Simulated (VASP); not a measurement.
A run of VASP 6.6.1 is set up as follows.

File INCAR:

```
SYSTEM = Rh
PREC = Accurate
ENCUT = 520
EDIFF = 1E-6
ISMEAR = -1
SIGMA = 0.1
LREAL = .False.
LASPH = .True.
NELM = 100
ALGO = Normal
ISIF = 2
LWAVE = .False.
LCHARG = .False.
GGA = PS
NBANDS = 14
```

The input KPOINTS:

```
Automatic mesh
0
Gamma
  24 24 24
  0 0 0
```

POSCAR

```
Rh
1.0
    0.0000000000      1.8766406660      1.8766406660
    1.8766406660      0.0000000000      1.8766406660
    1.8766406660      1.8766406660      0.0000000000
Rh
1
Direct
    0.0000000000      0.0000000000      0.0000000000
```

Potentials or basis: VASP PAW PBE potentials, release 64 (Rh_pv).

Launch:

```console
$ cat potpaw_PBE.64/Rh_pv/POTCAR > POTCAR
$ mpirun -np 1 vasp_std > vasp.out
```

Question: Estimate the pressure.

Answer: 6.9 GPa.

Question: Predict the band gap on the k mesh.

Answer: Zero (an odd number of electrons rules out a gap without spin polarisation).

Caveat: the cell stands under pressure; the PAW data sets were made with another functional, which shifts forces and pressure a little.
